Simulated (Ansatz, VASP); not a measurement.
# TaN in VASP and in Ansatz

File INCAR:

```
PREC = Accurate
ENCUT = 520
EDIFF = 1E-6
ISMEAR = 0
SIGMA = 0.15
LREAL = False
LASPH = True
NELM = 80
ALGO = Normal
ISIF = 2
LWAVE = False
LCHARG = True
GGA = PS
LELF = True
LVHAR = True
NBANDS = 15
```

KPOINTS

```
regular mesh
0
Gamma
  21 21 18
```

POSCAR

```
TaN
1.0
    3.0427607202      0.0000000000      0.0000000000
   -1.5213803601      2.6351080813      0.0000000000
    0.0000000000      0.0000000000      2.7570454886
Ta N
1 1
Direct
    0.3333333333      0.6666666667      0.5000000000
    0.0000000000      0.0000000000      0.0000000000
```

Input for Ansatz:

```yaml
crystal:
  lattice:
    - [3.0427607202, 0.0, 0.0]
    - [-1.5213803601, 2.6351080813, 0.0]
    - [0.0, 0.0, 2.7570454886]
  atoms:
    - { symbol: Ta, position: [0.3333333333, 0.6666666667, 0.5] }
    - { symbol: "N", position: [0.0, 0.0, 0.0] }
basis:
  ecutwfc: 520.0
kpoints:
  mp_grid: { grid: [21, 21, 18] }
hamiltonian:
  xc: pbesol
scf:
  occupations: { method: gaussian, width: 0.15 }
output:
  forces: true
  stress: true
  eigenvalues: true
```

Alike in both runs: task single point; functional PBEsol; k mesh 21 × 21 × 18; occupations gaussian, width 0.15 eV; no spin polarisation.

```csv
,VASP,Ansatz
version,VASP 6.6.1,Ansatz 0.2.0
potentials or method,"VASP PAW PBE potentials, release 64 (Ta_pv, N), cutoff 520 eV","scalar-relativistic, plane waves, PAW"
valence electrons in the cell,16,18
```

VASP gave:

```
gap on the k mesh at the Fermi level (eV)                     : none
pressure (GPa)                                                : -8.9
traceless stress, the component that is largest in VASP (GPa) : 32.66
```

Question: Estimate Ansatz's values.

Answer: gap on the k mesh at the Fermi level (eV): none; pressure (GPa): -9.6; traceless stress, the component that is largest in VASP (GPa): 32.52.

VASP's potentials were made for PBE, not for PBEsol. A gap of «none» marks a metal or a gap that the smearing closes. The functional is the same, so the differences come from potentials, cutoffs and numerics. VASP's potentials hold 16 valence electrons a cell and Ansatz's 18, so a difference there can come from the potentials and not from the codes.

Neither program's run includes spin-orbit coupling.
